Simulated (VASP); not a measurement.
# NaF (Villiaumite) (Fm-3m) in VASP: notebook

The runs below take NaF (Villiaumite) through single point, with r2SCAN.

Program: VASP 6.6.1. These are calculated values, not measurements. Logs are shortened: lines on timing, memory, paths and dates and some standing lists are left out, and cuts for length are marked.

## (1) The cell of the first run

The structure is cubic, space group Fm-3m (No. 225). The conventional cell has a = 4.548 Å, b = 4.548 Å, c = 4.548 Å, α = 90.00°, β = 90.00°, γ = 90.00°. Na (site symmetry m-3m) has 6 F at 2.27 Å within 3.0 Å. F (site symmetry m-3m) has 6 Na at 2.27 Å within 3.0 Å.

## (2) Single point, r2SCAN (volume changed by -3%)

POSCAR

```
NaF
1.0
    0.0000000000      2.2740357403      2.2740357403
    2.2740357403      0.0000000000      2.2740357403
    2.2740357403      2.2740357403      0.0000000000
Na F
1 1
Direct
    0.0000000000      0.0000000000      0.0000000000
    0.5000000000      0.5000000000      0.5000000000
```

INCAR.step1

```
SYSTEM = NaF
ALGO = Normal ; EDIFF = 1E-4
ENCUT = 520 ; GGA = PE
ISMEAR = 0 ; LASPH = .TRUE.
LCHARG = .FALSE. ; LREAL = .FALSE.
LWAVE = .TRUE. ; NBANDS = 14
NELM = 60 ; PREC = Accurate
SIGMA = 0.01
```

INCAR.step2

```
SYSTEM = NaF
ALGO = Normal ; EDIFF = 1E-6
ENCUT = 520 ; ISIF = 2
ISMEAR = 0 ; ISTART = 1
LASPH = .TRUE. ; LCHARG = .FALSE.
LMIXTAU = .TRUE. ; LREAL = .FALSE.
LWAVE = .FALSE. ; METAGGA = R2SCAN
NBANDS = 14 ; NELM = 60
PREC = Accurate ; SIGMA = 0.01
```

KPOINTS

```
k-points
0
G
  8 8 8
  0 0 0
```

Potentials or basis: VASP PAW PBE potentials, release 64 (Na_pv, F).

Command:

```console
$ cat potpaw_PBE.64/Na_pv/POTCAR potpaw_PBE.64/F/POTCAR > POTCAR
$ cp INCAR.step1 INCAR
$ mpirun -np 1 vasp_std > vasp.out
$ cp INCAR.step2 INCAR
$ mpirun -np 1 vasp_std > vasp.out
```

OUTCAR:

```text
SYSTEM = NaF
   EDIFF = 1E-6
   ENCUT = 520
   ISIF = 2
   ISMEAR = 0
   ISTART = 1
   LASPH = .TRUE.
   LREAL = .FALSE.
   METAGGA = R2SCAN
   NELM = 60
   PREC = Accurate

 ion  position               nearest neighbor table
   1  0.000  0.000  0.000-   2 2.27   2 2.27   2 2.27   2 2.27   2 2.27   2 2.27
   2  0.500  0.500  0.500-   1 2.27   1 2.27   1 2.27   1 2.27   1 2.27   1 2.27

  LATTYP: Found a face centered cubic cell.
 ALAT       =     4.5480714806

  Lattice vectors:

 A1 = (   0.0000000000,   2.2740357403,   2.2740357403)
 A2 = (   2.2740357403,   0.0000000000,   2.2740357403)
 A3 = (   2.2740357403,   2.2740357403,   0.0000000000)

Analysis of symmetry for initial positions (statically):
=====================================================================
 Subroutine PRICEL returns:
 Original cell was already a primitive cell.

 Routine SETGRP: Setting up the symmetry group for a
 face centered cubic supercell.

 Subroutine GETGRP returns: Found 48 space group operations
 (whereof 48 operations were pure point group operations)
 out of a pool of 48 trial point group operations.

The static configuration has the point symmetry O_h .

Analysis of symmetry for dynamics (positions and initial velocities):
=====================================================================
 Subroutine PRICEL returns:
 Original cell was already a primitive cell.

 Routine SETGRP: Setting up the symmetry group for a
 face centered cubic supercell.

 Subroutine GETGRP returns: Found 48 space group operations
 (whereof 48 operations were pure point group operations)
 out of a pool of 48 trial point group operations.

The dynamic configuration has the point symmetry O_h .

 Subroutine INISYM returns: Found 48 space group operations
 (whereof 48 operations are pure point group operations),
 and found     1 'primitive' translations

----------------------------------------------------------------------------------------

                                     Primitive cell

  volume of cell :      23.5192

  direct lattice vectors                    reciprocal lattice vectors
     0.000000000  2.274035740  2.274035740    -0.219873413  0.219873413  0.219873413
     2.274035740  0.000000000  2.274035740     0.219873413 -0.219873413  0.219873413
     2.274035740  2.274035740  0.000000000     0.219873413  0.219873413 -0.219873413

  length of vectors
     3.215972185  3.215972185  3.215972185     0.380831923  0.380831923  0.380831923

  position of ions in fractional coordinates (direct lattice)
     0.000000000  0.000000000  0.000000000
     0.500000000  0.500000000  0.500000000

  ion indices of the primitive-cell ions
   primitive index   ion index
                 1           1
                 2           2

----------------------------------------------------------------------------------------

 KPOINTS: k-points

Automatic generation of k-mesh.
 Grid dimensions read from file:
 generate k-points for:    8    8    8

 Generating k-lattice:

  Cartesian coordinates                     Fractional coordinates (reciprocal lattice)
    -0.027484177  0.027484177  0.027484177     0.125000000  0.000000000  0.000000000
     0.027484177 -0.027484177  0.027484177     0.000000000  0.125000000  0.000000000
     0.027484177  0.027484177 -0.027484177     0.000000000  0.000000000  0.125000000

  Length of vectors
     0.047603990  0.047603990  0.047603990

  Shift w.r.t. Gamma in fractional coordinates (k-lattice)
     0.000000000  0.000000000  0.000000000

 Subroutine IBZKPT returns following result:
 ===========================================

 Found     29 irreducible k-points:

 Following reciprocal coordinates:
            Coordinates               Weight
  0.000000  0.000000  0.000000      1.000000
  0.125000  0.000000  0.000000      8.000000
  0.250000  0.000000  0.000000      8.000000
  0.375000  0.000000  0.000000      8.000000
  0.500000  0.000000  0.000000      4.000000
  0.125000  0.125000  0.000000      6.000000
[... 16 lines left out ...]
  0.500000  0.250000  0.125000     48.000000
 -0.375000  0.250000  0.125000     24.000000
 [... further k-points ...]
   k-points           NKPTS =     29   k-points in BZ     NKDIM =     29   number of bands    NBANDS=     14
   number of dos      NEDOS =    301   number of ions     NIONS =      2
   total plane-waves  NPLWV =  13824
   dimension x,y,z NGX =    24 NGY =   24 NGZ =   24
   dimension x,y,z NGXF=    48 NGYF=   48 NGZF=   48
   ions per type =               1   1
   NGX,Y,Z   is equivalent  to a cutoff of  12.41, 12.41, 12.41 a.u.
   NGXF,Y,Z  is equivalent  to a cutoff of  24.81, 24.81, 24.81 a.u.
 SYSTEM =  NaF
   PREC   = accura    normal or accurate (medium, high low for compatibility)
   ISTART =      1    job   : 0-new  1-cont  2-samecut
   ICHARG =      0    charge: 1-file 2-atom 10-const
   ISPIN  =      1    spin polarized calculation?
   LNONCOLLINEAR =      F non collinear calculations
   LSORBIT =      F    spin-orbit coupling
   LASPH  =      T    aspherical Exc in radial PAW
   ENCUT  =  520.0 eV  38.22 Ry    6.18 a.u.   5.98  5.98  5.98*2*pi/ulx,y,z
   NELM   =     60;   NELMIN=  2; NELMDL=  0     # of ELM steps
   EDIFF  = 0.1E-05   stopping-criterion for ELM
   LREAL  =      F    real-space projection
   EDIFFG = 0.1E-04   stopping-criterion for IOM
   NSW    =      0    number of steps for IOM
   IBRION =     -1    ionic relax: 0-MD 1-quasi-New 2-CG
   NFREE  =      0    steps in history (QN), initial steepest desc. (CG)
   ISIF   =      2    stress and relaxation
   ISYM   =      2    0-nonsym 1-usesym 2-fastsym
   POTIM  = 0.5000    time-step for ionic-motion
   TEBEG  =    0.0;   TEEND  =   0.0 temperature during run
   PSTRESS=    0.0 pullay stress
   NELECT =      14.0000    total number of electrons
   NUPDOWN=      -1.0000    fix difference up-down
   EMIN   =  10.00;   EMAX   =-10.00  energy-range for DOS
   EFERMI =   0.00;   METHOD = LEGACY
   ISMEAR =     0;   SIGMA  =   0.01  broadening in eV -4-tet -1-fermi 0-gaus
   EFERMI_NEDOS =   21; number of points for ismear=-14 and -15
   IALGO  =     38    algorithm
   IMIX   =      4    mixing-type and parameters
     AMIX     =   0.40;   BMIX     =  1.00
     AMIX_MAG =   1.60;   BMIX_MAG =  1.00
  volume/ion in A,a.u.               =      11.76        79.36
  Fermi-wavevector in a.u.,A,eV,Ry     =   1.377136  2.602410 25.803505  1.896504
  Thomas-Fermi vector in A             =   2.502317
   LORBIT       =      0    0 simple, 1 ext, 2 COOP (PROOUT), +10 PAW based schemes
   METAGGA = R2SCAN    functional components
   LHFCALC =     F    Hartree Fock is set to
   AEXX    =    0.0000 exact exchange contribution
   IVDW    =     0    specifies the selected vdW correction
   LEPSILON=     F    determine dielectric tensor
   LRPA    =     F    only Hartree local field effects (RPA)
 non-spin polarized calculation
 Gauss-broadening in eV      SIGMA  =   0.01
  energy-cutoff  :      520.00
  volume of cell :       23.52
 maximum number of plane-waves:       648
   NGX = 11   NGY = 11   NGZ = 11

 number of electron      14.0000004 magnetization

 Free energy of the ion-electron system (eV)
  ---------------------------------------------------
  ext. energy  EPLUGINS =         0.00000000
  ---------------------------------------------------
  free energy    TOTEN  =       -12.60226316 eV

  energy without entropy =      -12.60226316  energy(sigma->0) =      -12.60226316

 E-fermi :  -2.4237     XC(G=0): -10.0761

 val. band max:       -2.4792849867   @ k =   0.0000   0.0000   0.0000
 cond. band min:       5.0223114614   @ k =   0.0000   0.0000   0.0000
 fundamental gap:      7.5015964482
 Fermi energy:        -2.4237380558

 k-point     1 :       0.0000    0.0000    0.0000
  band No.  band energies     occupation
      1     -22.8716      2.00000
      2     -21.8106      2.00000
      3     -21.8101      2.00000
      4     -21.8101      2.00000
      5      -2.4794      2.00000
      6      -2.4793      2.00000
      7      -2.4793      2.00000
      8       5.0223      0.00000
      9      17.7115      0.00000
     10      17.7115      0.00000
     11      17.7115      0.00000
     12      20.5040      0.00000
     13      23.1602      0.00000
     14      23.1602      0.00000

 k-point     2 :       0.1250    0.0000    0.0000
  band No.  band energies     occupation
      1     -22.9479      2.00000
      2     -21.8123      2.00000
      3     -21.8120      2.00000
      4     -21.7120      2.00000
      5      -2.7821      2.00000
      6      -2.5237      2.00000
      7      -2.5236      2.00000
      8       5.5849      0.00000
      9      15.9108      0.00000
     10      18.0049      0.00000
     11      18.0049      0.00000
     12      22.7075      0.00000
     13      22.7428      0.00000
     14      22.7429      0.00000

 k-point     3 :       0.2500    0.0000    0.0000
  band No.  band energies     occupation
      1     -23.0940      2.00000
      2     -21.8168      2.00000
      3     -21.8164      2.00000
      4     -21.5119      2.00000
      5      -3.4124      2.00000
      6      -2.6292      2.00000
      7      -2.6291      2.00000
      8       6.9508      0.00000
      9      13.8534      0.00000
     10      18.7251      0.00000
     11      18.7253      0.00000
     12      22.1414      0.00000
     13      22.1415      0.00000
     14      24.0654      0.00000
[... 324 lines left out ...]
 k-point    23 :       0.5000    0.2500    0.1250
  band No.  band energies     occupation
      1     -23.0747      2.00000
      2     -21.8689      2.00000
      3     -21.8369      2.00000
      4     -21.4464      2.00000
      5      -3.7837      2.00000
      6      -3.0183      2.00000
      7      -2.8153      2.00000
      8       9.5183      0.00000
      9      12.2858      0.00000
     10      16.8673      0.00000
     11      18.6678      0.00000
     12      20.7345      0.00000
     13      22.9528      0.00000
     14      27.4391      0.00000

 k-point    24 :      -0.3750    0.2500    0.1250
  band No.  band energies     occupation
      1     -23.0808      2.00000
      2     -21.8722      2.00000
      3     -21.8457      2.00000
      4     -21.4227      2.00000
      5      -3.8608      2.00000
      6      -3.1044      2.00000
      7      -2.8565      2.00000
      8      10.5460      0.00000
      9      11.6208      0.00000
     10      16.5352      0.00000
     11      18.3520      0.00000
     12      21.4268      0.00000
     13      22.5011      0.00000
     14      27.6604      0.00000

 [... further k-points ...]

------------------------ aborting loop because EDIFF is reached ----------------------------------------

  FORCE on cell =-STRESS in cart. coord.  units (eV):
  Direction    XX          YY          ZZ          XY          YZ          ZX
  --------------------------------------------------------------------------------------
  -------------------------------------------------------------------------------------
  Total        0.1535971      0.1535971      0.1535971      0.0000000      0.0000000     -0.0000000
  in kB       10.4633733     10.4633733     10.4633733      0.0000000      0.0000000     -0.0000000
  external PRESSURE =      10.4633733 kB  Pullay stress =       0.0000000 kB

 VOLUME and BASIS-vectors are now :
 -----------------------------------------------------------------------------
  energy-cutoff  :      520.00
  volume of cell :       23.52
      direct lattice vectors                 reciprocal lattice vectors
     0.000000000  2.274035740  2.274035740    -0.219873413  0.219873413  0.219873413
     2.274035740  0.000000000  2.274035740     0.219873413 -0.219873413  0.219873413
     2.274035740  2.274035740  0.000000000     0.219873413  0.219873413 -0.219873413

 POSITION                                       TOTAL-FORCE (eV/Angst)
 -----------------------------------------------------------------------------------
      0.00000      0.00000      0.00000        -0.000000      0.000000      0.000000
      2.27404      2.27404      2.27404         0.000000     -0.000000     -0.000000
 -----------------------------------------------------------------------------------
    total drift:                                0.000000     -0.000000      0.000000

  FREE ENERGIE OF THE ION-ELECTRON SYSTEM (eV)
  ---------------------------------------------------
  free  energy   TOTEN  =       -12.6022631630 eV

  energy  without entropy=      -12.6022631630  energy(sigma->0) =      -12.60226316
```

Run time: 82 s. Hardware: 1 thread of AMD EPYC 7R13, shared host; peak memory 0.11 GiB.

What came out:

```
Free energy            : -12.6023 eV
Pressure               : 1.0 GPa
Band gap on the k mesh : 7.50 eV, direct
```

Levels at points of the mesh, in eV from the valence-band top:
| k point | band 3 | band 4 | band 5 | band 6 | band 7 | band 8 | band 9 | band 10 | band 11 | band 12 |
| --- | --- | --- | --- | --- | --- | --- | --- | --- | --- | --- |
| (0.00, 0.00, 0.00) | -19.33 | -19.33 | 0.00 | 0.00 | 0.00 | 7.50 | 20.19 | 20.19 | 20.19 | 22.98 |
| (0.50, 0.00, 0.00) | -19.34 | -18.80 | -1.68 | -0.30 | -0.30 | 12.00 | 13.91 | 22.05 | 22.05 | 24.59 |
| (0.50, 0.50, 0.00) | -19.39 | -19.39 | -1.35 | -0.43 | -0.43 | 14.12 | 14.56 | 15.43 | 21.88 | 21.89 |

Caveat: the cell differs from its parent crystal (volume changed by -3%); the PAW data sets were made with another functional, which shifts forces and pressure a little.

## (3) Single point, r2SCAN

This run uses another cell than the first one, of 12.12 Å³/atom, 1.031 times its volume.

POSCAR

```
NaF
1.0
    0.0000000000      2.2972417895      2.2972417895
    2.2972417895      0.0000000000      2.2972417895
    2.2972417895      2.2972417895      0.0000000000
Na F
1 1
Direct
    0.0000000000      0.0000000000      0.0000000000
    0.5000000000      0.5000000000      0.5000000000
```

INCAR.step1

```
  ALGO = Normal
  EDIFF = 1E-4
  ENCUT = 520
  GGA = PE
  ISMEAR = 0
  LASPH = T
  LCHARG = F
  LREAL = F
  LWAVE = T
  NBANDS = 14
  NELM = 80
  PREC = Accurate
  SIGMA = 0.01
```

INCAR.step2

```
  ALGO = Normal
  EDIFF = 1E-6
  ENCUT = 520
  ISIF = 2
  ISMEAR = 0
  ISTART = 1
  LASPH = T
  LCHARG = T
  LELF = T
  LMIXTAU = T
  LREAL = F
  LVHAR = T
  LWAVE = F
  METAGGA = R2SCAN
  NBANDS = 14
  NELM = 80
  PREC = Accurate
  SIGMA = 0.01
```

KPOINTS

```
k-points
0
Gamma
  8 8 8
```

Potentials or basis: VASP PAW PBE potentials, release 64 (Na_pv, F).

Command:

```console
$ cat potpaw_PBE.64/Na_pv/POTCAR potpaw_PBE.64/F/POTCAR > POTCAR
$ cp INCAR.step1 INCAR
$ mpirun -np 1 vasp_std > vasp.out
$ cp INCAR.step2 INCAR
$ mpirun -np 1 vasp_std > vasp.out
```

Run time: 87 s. Hardware: 1 thread of AMD EPYC 7R13, shared host; peak memory 0.11 GiB.

It converged, with:

* Free energy: -12.6030 eV
* Pressure: -0.8 GPa
* Band gap on the k mesh: 7.32 eV, direct

Levels at points of the mesh, in eV from the valence-band top:
| k point | band 4 | band 5 | band 6 | band 7 | band 8 | band 9 | band 10 | band 11 |
| --- | --- | --- | --- | --- | --- | --- | --- | --- |
| (0.00, 0.00, 0.00) | -19.42 | 0.00 | 0.00 | 0.00 | 7.32 | 19.97 | 19.97 | 19.97 |
| (0.50, 0.00, 0.00) | -18.90 | -1.61 | -0.28 | -0.28 | 11.80 | 13.64 | 21.70 | 21.70 |
| (0.50, 0.50, 0.00) | -19.48 | -1.30 | -0.42 | -0.41 | 14.01 | 14.29 | 15.11 | 21.46 |

Caveat: the PAW data sets were made with another functional, which shifts forces and pressure a little.
